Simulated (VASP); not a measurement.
# Si (P6/mmm) in VASP: a series of runs

The runs below take Si through single point, with LDA.

All numbers are computed with VASP 6.6.1; they aren't measurements. Logs are shortened: lines on timing, memory, paths and dates and some standing lists are left out, and cuts for length are marked.

## 1. The cell of the first run

Symmetry: P6/mmm, No. 191, hexagonal system. Conventional cell: a = 2.555 Å, b = 2.555 Å, c = 2.590 Å, α = 90.00°, β = 90.00°, γ = 120.00°. Si (site symmetry 6/mmm) has 8 Si at 2.56 to 2.59 Å within 3.4 Å.

## 2. Single point, LDA (strain -0.025 along x and y, +0.050 along z)

Input file INCAR:

```
ALGO = Normal ; EDIFF = 1E-6
ENCUT = 520 ; ISIF = 2
ISMEAR = 0 ; LASPH = True
LCHARG = False ; LREAL = False
LWAVE = False ; NBANDS = 8
NELM = 100 ; PREC = Accurate
SIGMA = 0.15
```

Input file KPOINTS:

```
k-points
0
Gamma
  21 21 20
```

Input file POSCAR:

```
Si
1.0
    2.5550292445      0.0000000000      0.0000000000
   -1.2775146223      2.2127202332      0.0000000000
    0.0000000000      0.0000000000      2.5896721095
Si
1
Direct
    0.0000000000      0.0000000000      0.0000000000
```

Potentials or basis: VASP PAW LDA potentials, release 64 (Si).

Launch:

```
cat potpaw_LDA.64/Si/POTCAR > POTCAR
mpirun -np 1 vasp_std > vasp.out
```

OUTCAR:

```text
EDIFF = 1E-6
   ENCUT = 520
   ISIF = 2
   ISMEAR = 0
   LASPH = True
   LREAL = False
   NELM = 100
   PREC = Accurate

 ion  position               nearest neighbor table
   1  0.000  0.000  0.000-

  LATTYP: Found a hexagonal cell.
 ALAT       =     2.5550292445
 C/A-ratio  =     1.0135586961

  Lattice vectors:

 A1 = (   2.5550292445,   0.0000000000,   0.0000000000)
 A2 = (  -1.2775146223,   2.2127202332,   0.0000000000)
 A3 = (   0.0000000000,   0.0000000000,   2.5896721095)

Analysis of symmetry for initial positions (statically):
=====================================================================
 Subroutine PRICEL returns:
 Original cell was already a primitive cell.

 Routine SETGRP: Setting up the symmetry group for a
 hexagonal supercell.

 Subroutine GETGRP returns: Found 24 space group operations
 (whereof 24 operations were pure point group operations)
 out of a pool of 24 trial point group operations.

The static configuration has the point symmetry D_6h.

Analysis of symmetry for dynamics (positions and initial velocities):
=====================================================================
 Subroutine PRICEL returns:
 Original cell was already a primitive cell.

 Routine SETGRP: Setting up the symmetry group for a
 hexagonal supercell.

 Subroutine GETGRP returns: Found 24 space group operations
 (whereof 24 operations were pure point group operations)
 out of a pool of 24 trial point group operations.

The dynamic configuration has the point symmetry D_6h.

 Subroutine INISYM returns: Found 24 space group operations
 (whereof 24 operations are pure point group operations),
 and found     1 'primitive' translations

----------------------------------------------------------------------------------------

                                     Primitive cell

  volume of cell :      14.6409

  direct lattice vectors                    reciprocal lattice vectors
     2.555029245  0.000000000  0.000000000     0.391384953  0.225966208  0.000000000
    -1.277514622  2.212720233  0.000000000     0.000000000  0.451932416  0.000000000
     0.000000000  0.000000000  2.589672109     0.000000000  0.000000000  0.386149272

  length of vectors
     2.555029245  2.555029245  2.589672109     0.451932416  0.451932416  0.386149272

  position of ions in fractional coordinates (direct lattice)
     0.000000000  0.000000000  0.000000000

  ion indices of the primitive-cell ions
   primitive index   ion index
                 1           1

----------------------------------------------------------------------------------------

 KPOINTS: k-points

Automatic generation of k-mesh.
 Grid dimensions read from file:
 generate k-points for:   21   21   20

 Generating k-lattice:

  Cartesian coordinates                     Fractional coordinates (reciprocal lattice)
     0.018637379  0.010760296  0.000000000     0.047619048 -0.000000000  0.000000000
     0.000000000  0.021520591  0.000000000     0.000000000  0.047619048  0.000000000
     0.000000000  0.000000000  0.019307464     0.000000000  0.000000000  0.050000000

  Length of vectors
     0.021520591  0.021520591  0.019307464

  Shift w.r.t. Gamma in fractional coordinates (k-lattice)
     0.000000000  0.000000000  0.000000000

 Subroutine IBZKPT returns following result:
 ===========================================

 Found    528 irreducible k-points:

 Following reciprocal coordinates:
            Coordinates               Weight
  0.000000  0.000000  0.000000      1.000000
  0.047619 -0.000000  0.000000      6.000000
  0.095238  0.000000  0.000000      6.000000
  0.142857  0.000000  0.000000      6.000000
  0.190476  0.000000  0.000000      6.000000
  0.238095 -0.000000  0.000000      6.000000
[... 16 lines left out ...]
  0.142857  0.095238  0.000000     12.000000
  0.190476  0.095238  0.000000     12.000000
 [... further k-points ...]
   k-points           NKPTS =    528   k-points in BZ     NKDIM =    528   number of bands    NBANDS=      8
   number of dos      NEDOS =    301   number of ions     NIONS =      1
   total plane-waves  NPLWV =   8000
   dimension x,y,z NGX =    20 NGY =   20 NGZ =   20
   dimension x,y,z NGXF=    40 NGYF=   40 NGZF=   40
   ions per type =               1
   NGX,Y,Z   is equivalent  to a cutoff of  13.01, 13.01, 12.84 a.u.
   NGXF,Y,Z  is equivalent  to a cutoff of  26.03, 26.03, 25.68 a.u.
 SYSTEM =  unknown system
   PREC   = accura    normal or accurate (medium, high low for compatibility)
   ISTART =      0    job   : 0-new  1-cont  2-samecut
   ICHARG =      2    charge: 1-file 2-atom 10-const
   ISPIN  =      1    spin polarized calculation?
   LNONCOLLINEAR =      F non collinear calculations
   LSORBIT =      F    spin-orbit coupling
   LASPH  =      T    aspherical Exc in radial PAW
   ENCUT  =  520.0 eV  38.22 Ry    6.18 a.u.   4.75  4.75  4.82*2*pi/ulx,y,z
   NELM   =    100;   NELMIN=  2; NELMDL= -5     # of ELM steps
   EDIFF  = 0.1E-05   stopping-criterion for ELM
   LREAL  =      F    real-space projection
   EDIFFG = 0.1E-04   stopping-criterion for IOM
   NSW    =      0    number of steps for IOM
   IBRION =     -1    ionic relax: 0-MD 1-quasi-New 2-CG
   NFREE  =      0    steps in history (QN), initial steepest desc. (CG)
   ISIF   =      2    stress and relaxation
   ISYM   =      2    0-nonsym 1-usesym 2-fastsym
   POTIM  = 0.5000    time-step for ionic-motion
   TEBEG  =    0.0;   TEEND  =   0.0 temperature during run
   PSTRESS=    0.0 pullay stress
   NELECT =       4.0000    total number of electrons
   NUPDOWN=      -1.0000    fix difference up-down
   EMIN   =  10.00;   EMAX   =-10.00  energy-range for DOS
   EFERMI =   0.00;   METHOD = LEGACY
   ISMEAR =     0;   SIGMA  =   0.15  broadening in eV -4-tet -1-fermi 0-gaus
   EFERMI_NEDOS =   21; number of points for ismear=-14 and -15
   IALGO  =     38    algorithm
   IMIX   =      4    mixing-type and parameters
     AMIX     =   0.40;   BMIX     =  1.00
     AMIX_MAG =   1.60;   BMIX_MAG =  1.00
  volume/ion in A,a.u.               =      14.64        98.80
  Fermi-wavevector in a.u.,A,eV,Ry     =   1.062280  2.007419 15.353349  1.128439
  Thomas-Fermi vector in A             =   2.197726
   LORBIT       =      0    0 simple, 1 ext, 2 COOP (PROOUT), +10 PAW based schemes
   GGA     = CA    functional components
   LHFCALC =     F    Hartree Fock is set to
   AEXX    =    0.0000 exact exchange contribution
   IVDW    =     0    specifies the selected vdW correction
   LEPSILON=     F    determine dielectric tensor
   LRPA    =     F    only Hartree local field effects (RPA)
 non-spin polarized calculation
 Gauss-broadening in eV      SIGMA  =   0.15
  energy-cutoff  :      520.00
  volume of cell :       14.64
 maximum number of plane-waves:       405
 NGX is ok and might be reduce to    20
   NGX =  9   NGY =  9   NGZ =  9

 number of electron       4.0000000 magnetization

 Free energy of the ion-electron system (eV)
  ---------------------------------------------------
  ext. energy  EPLUGINS =         0.00000000
  ---------------------------------------------------
  free energy    TOTEN  =        -5.69410022 eV

  energy without entropy =       -5.68948636  energy(sigma->0) =       -5.69179329

 E-fermi :   9.6597     XC(G=0): -11.1490

 val. band max:        9.6497862693   @ k =   0.3810   0.1905   0.1000
 cond. band min:       9.6790798968   @ k =   0.3333   0.1429   0.4000
 fundamental gap:      0.0292936275
 Fermi energy:         9.6597251173

 k-point     1 :       0.0000    0.0000    0.0000
  band No.  band energies     occupation
      1      -4.4891      2.00000
      2      15.4453      0.00000
      3      16.3095      0.00000
      4      21.3396      0.00000
      5      21.3396      0.00000
      6      22.6911      0.00000
      7      22.6911      0.00000
      8      28.4019      0.00000

 k-point     2 :       0.0476   -0.0000    0.0000
  band No.  band energies     occupation
      1      -4.4221      2.00000
      2      15.5024      0.00000
      3      16.2575      0.00000
      4      20.4585      0.00000
      5      20.6958      0.00000
      6      22.8492      0.00000
      7      23.4485      0.00000
      8      29.1284      0.00000

 k-point     3 :       0.0952    0.0000    0.0000
  band No.  band energies     occupation
      1      -4.2212      2.00000
      2      15.6734      0.00000
      3      15.9873      0.00000
      4      18.9934      0.00000
      5      19.7518      0.00000
      6      22.7587      0.00000
      7      24.7326      0.00000
      8      30.3236      0.00000

 k-point     4 :       0.1429    0.0000    0.0000
  band No.  band energies     occupation
      1      -3.8868      2.00000
      2      15.1033      0.00000
      3      15.9582      0.00000
      4      17.9635      0.00000
      5      18.8691      0.00000
      6      22.5022      0.00000
      7      26.1792      0.00000
      8      31.1971      0.00000

 k-point     5 :       0.1905    0.0000    0.0000
  band No.  band energies     occupation
      1      -3.4198      2.00000
      2      13.5364      0.00000
      3      16.3557      0.00000
      4      17.5779      0.00000
      5      18.0862      0.00000
      6      22.3079      0.00000
      7      27.7447      0.00000
      8      31.3211      0.00000
[... 177 lines left out ...]
 k-point    22 :       0.0952    0.0952    0.0000
  band No.  band energies     occupation
      1      -3.6865      2.00000
      2      14.8846      0.00000
      3      16.1287      0.00000
      4      16.4566      0.00000
      5      18.9960      0.00000
      6      23.7490      0.00000
      7      25.4803      0.00000
      8      32.2151      0.00000

 k-point    23 :       0.1429    0.0952    0.0000
  band No.  band energies     occupation
      1      -3.2200      2.00000
      2      13.6131      0.00000
      3      15.2215      0.00000
      4      16.5257      0.00000
      5      19.0989      0.00000
      6      23.7944      0.00000
      7      26.4815      0.00000
      8      31.1010      0.00000

 k-point    24 :       0.1905    0.0952    0.0000
  band No.  band energies     occupation
      1      -2.6220      2.00000
      2      11.8930      0.00000
      3      14.4459      0.00000
      4      17.0336      0.00000
      5      19.3265      0.00000
      6      23.6250      0.00000
      7      27.8975      0.00000
      8      29.7189      0.00000

 [... further k-points ...]
[... 5 lines left out ...]
  --------------------------------------------------------------------------------------
  -------------------------------------------------------------------------------------
  Total        0.4964748      0.4964748     -1.0406149     -0.0000000      0.0000000      0.0000000
  in kB       54.3301117     54.3301117   -113.8763271     -0.0000000      0.0000000      0.0000000
  external PRESSURE =      -1.7387012 kB  Pullay stress =       0.0000000 kB

 VOLUME and BASIS-vectors are now :
 -----------------------------------------------------------------------------
  energy-cutoff  :      520.00
  volume of cell :       14.64
      direct lattice vectors                 reciprocal lattice vectors
     2.555029245  0.000000000  0.000000000     0.391384953  0.225966208  0.000000000
    -1.277514622  2.212720233  0.000000000     0.000000000  0.451932416  0.000000000
     0.000000000  0.000000000  2.589672109     0.000000000  0.000000000  0.386149272

 POSITION                                       TOTAL-FORCE (eV/Angst)
 -----------------------------------------------------------------------------------
      0.00000      0.00000      0.00000         0.000000      0.000000      0.000000
 -----------------------------------------------------------------------------------
    total drift:                               -0.000000     -0.000000      0.000000

  FREE ENERGIE OF THE ION-ELECTRON SYSTEM (eV)
  ---------------------------------------------------
  free  energy   TOTEN  =        -5.6941002216 eV

  energy  without entropy=       -5.6894863558  energy(sigma->0) =       -5.69179329
```

Wall time 15 s (1 thread of Intel Xeon 6975P-C (Granite Rapids), shared host); peak memory 0.15 GiB.

What came out:

```
Free energy            : -5.6941 eV
Pressure               : -0.2 GPa
Band gap on the k mesh : zero (band 2 reaches 15.67 eV, above the bottom of band 3 at 5.26 eV)
```

Stress tensor (GPa, compression positive):
```
  5.43   0.00   0.00
  0.00   5.43   0.00
  0.00   0.00 -11.39
```

Caveat: the cell differs from its parent crystal (strain -0.025 along x and y, +0.050 along z).

## 3. Single point, LDA (strain +0.000 along x and y, +0.025 along z)

Input file INCAR:

```
PREC = Accurate ; ENCUT = 520
EDIFF = 1E-6 ; ISMEAR = 0
SIGMA = 0.15 ; LREAL = F
LASPH = T ; NELM = 60
ALGO = Normal ; ISIF = 2
LWAVE = F ; LCHARG = F
NBANDS = 8
```

Input file KPOINTS:

```
Automatic mesh
0
Gamma
  21 21 20
```

Input file POSCAR:

```
Si
1.0
    2.6205428149      0.0000000000      0.0000000000
   -1.3102714075      2.2694566494      0.0000000000
    0.0000000000      0.0000000000      2.5280132497
Si
1
Direct
    0.0000000000      0.0000000000      0.0000000000
```

Potentials or basis: VASP PAW LDA potentials, release 64 (Si).

Launch:

```
cat potpaw_LDA.64/Si/POTCAR > POTCAR
mpirun -np 1 vasp_std > vasp.out
```

Wall time 15 s (1 thread of Intel Xeon 6975P-C (Granite Rapids), shared host); peak memory 0.15 GiB.

Results (log left out):

| Quantity | Value |
| --- | --- |
| Free energy | -5.7263 eV |
| Pressure | -3.5 GPa |
| Band gap on the k mesh | zero (band 2 reaches 16.42 eV, above the bottom of band 3 at 4.96 eV) |

Stress tensor (GPa, compression positive):
```
-1.07  0.00  0.00
 0.00 -1.07  0.00
 0.00  0.00 -8.47
```

Levels at points of the mesh, in eV from the Fermi level:
```
           k point  band 1  band 2  band 3  band 4  band 5  band 6  band 7
(0.00, 0.00, 0.00)  -13.89    7.02    7.25   10.42   10.42   12.40   12.40
(0.00, 0.00, 0.50)   -9.44   -7.04   13.56   13.56   14.84   14.84   16.73
```

Caveat: the cell differs from its parent crystal (strain +0.000 along x and y, +0.025 along z).

## 4. Single point, LDA (strain +0.025 along x and y, -0.025 along z)

Input file INCAR:

```
ALGO = Normal ; EDIFF = 1E-7
ENCUT = 520 ; GGA = CA
ISIF = 2 ; ISMEAR = 0
LASPH = T ; LCHARG = F
LREAL = F ; LWAVE = F
NBANDS = 8 ; NELM = 60
PREC = Accurate ; SIGMA = 0.15
```

Input file KPOINTS:

```
k-points
0
Gamma
  21 21 20
```

Input file POSCAR:

```
Si
1.0
    2.6860563853      0.0000000000      0.0000000000
   -1.3430281927      2.3261930656      0.0000000000
    0.0000000000      0.0000000000      2.4046955302
Si
1
Direct
    0.0000000000      0.0000000000      0.0000000000
```

Launch:

```
cat potpaw_LDA.64/Si/POTCAR > POTCAR
mpirun -np 1 vasp_std > vasp.out
```

Wall time 17 s (1 thread of Intel Xeon 6975P-C (Granite Rapids), shared host); peak memory 0.15 GiB.

It converged, with:

- Free energy: -5.7225 eV
- Pressure: -2.5 GPa
- Band gap on the k mesh: zero (band 2 reaches 17.25 eV, above the bottom of band 3 at 4.80 eV)

Stress tensor (GPa, compression positive):
```
-5.90  0.00  0.00
 0.00 -5.90  0.00
 0.00  0.00  4.26
```

Levels at points of the mesh, in eV from the Fermi level:
```
           k point  band 1  band 2  band 3  band 4  band 5  band 6
(0.00, 0.00, 0.00)  -13.91    7.87    9.01    9.01    9.29   11.61
(0.00, 0.00, 0.50)   -8.51   -7.00   12.95   12.95   14.77   14.77
```

Caveat: the cell differs from its parent crystal (strain +0.025 along x and y, -0.025 along z).

## 5. Overview

```tsv
cell	gap on the mesh (eV)	pressure (GPa)
a = 2.555, b = 2.555, c = 2.590 Å, angles 90.0, 90.0, 120.0°, 1 atom	none	-0.2
a = 2.621, b = 2.621, c = 2.528 Å, angles 90.0, 90.0, 120.0°, 1 atom	none	-3.5
a = 2.686, b = 2.686, c = 2.405 Å, angles 90.0, 90.0, 120.0°, 1 atom	none	-2.5
```

Alike in all rows: task single point; level LDA; potentials or basis VASP PAW LDA potentials, release 64 (Si); no spin polarisation; k mesh 21 × 21 × 20; cutoff (eV) 520; smearing gaussian 0.15 eV.

Total energies depend on the potentials used, so only differences within one code and one set of settings carry meaning.
